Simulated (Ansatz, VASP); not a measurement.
## Two plane-wave programs on InSe

INCAR

```
  PREC = Accurate
  ENCUT = 520
  EDIFF = 1E-7
  ISMEAR = 0
  SIGMA = 0.02
  LREAL = False
  LASPH = True
  NELM = 80
  ALGO = Normal
  ISIF = 2
  LWAVE = False
  LCHARG = False
  LDIPOL = True
  IDIPOL = 3
  DIPOL = 0.5 0.5 0.500
  GGA = PE
  IVDW = 12
  NBANDS = 27
```

The input KPOINTS:

```
regular mesh
0
Gamma
  9 9 1
```

The input POSCAR:

```
InSe
1.0
    4.0270000000      0.0000000000      0.0000000000
   -2.0135000000      3.4874843010      0.0000000000
    0.0000000000      0.0000000000     36.7199571806
Se In
2 2
Direct
    0.0000000000      0.0000000000      0.4282403929
    0.0000000000      0.0000000000      0.5717318456
    0.6666666667      0.3333333333      0.4627570385
    0.6666666667      0.3333333333      0.5372152569
```

Input for Ansatz:

```yaml
crystal:
  lattice:
    - [4.027, 0.0, 0.0]
    - [-2.0135, 3.487484301, 0.0]
    - [0.0, 0.0, 36.7199571806]
  atoms:
    - { symbol: Se, position: [0.0, 0.0, 0.4282403929] }
    - { symbol: In, position: [0.6666666667, 0.3333333333, 0.4627570385] }
    - { symbol: In, position: [0.6666666667, 0.3333333333, 0.5372152569] }
    - { symbol: Se, position: [0.0, 0.0, 0.5717318456] }
  periodic: [true, true, false]
basis:
  ecutwfc: 420
kpoints:
  mp_grid: { grid: [9, 9, 1] }
hamiltonian:
  xc: pbe
  pseudopotentials: { kind: paw, azcp: { folder: soft_1 } }
  dispersion: d3bj
scf:
  occupations: { method: gaussian, width: 0.02 }
output:
  forces: true
  stress: true
  eigenvalues: true
```

Alike in both runs: task single point; functional PBE; dispersion D3(BJ); k mesh 9 × 9 × 1; occupations gaussian, width 0.02 eV; no spin polarisation.

```csv
,VASP,Ansatz
version,VASP 6.6.1,Ansatz 0.2.0
potentials or method,"VASP PAW PBE potentials, release 64 (Se, In_d), cutoff 520 eV","scalar-relativistic, plane waves, PAW"
valence electrons in the cell,38,58
```

|  | VASP | Ansatz | Ansatz less VASP |
| --- | --- | --- | --- |
| gap on the k mesh at the Fermi level (eV) | 1.59 | 1.60 | +0.012 |
| least direct gap on the mesh (eV) | 1.66 | 1.67 | +0.010 |
| rms of the force components (eV/Å) | 0.103 | 0.102 | -0.0012 |

VASP's potentials hold 38 valence electrons a cell and Ansatz's 58, so a difference there can come from the potentials and not from the codes. Ansatz's warnings: structure snapped to symmetry.
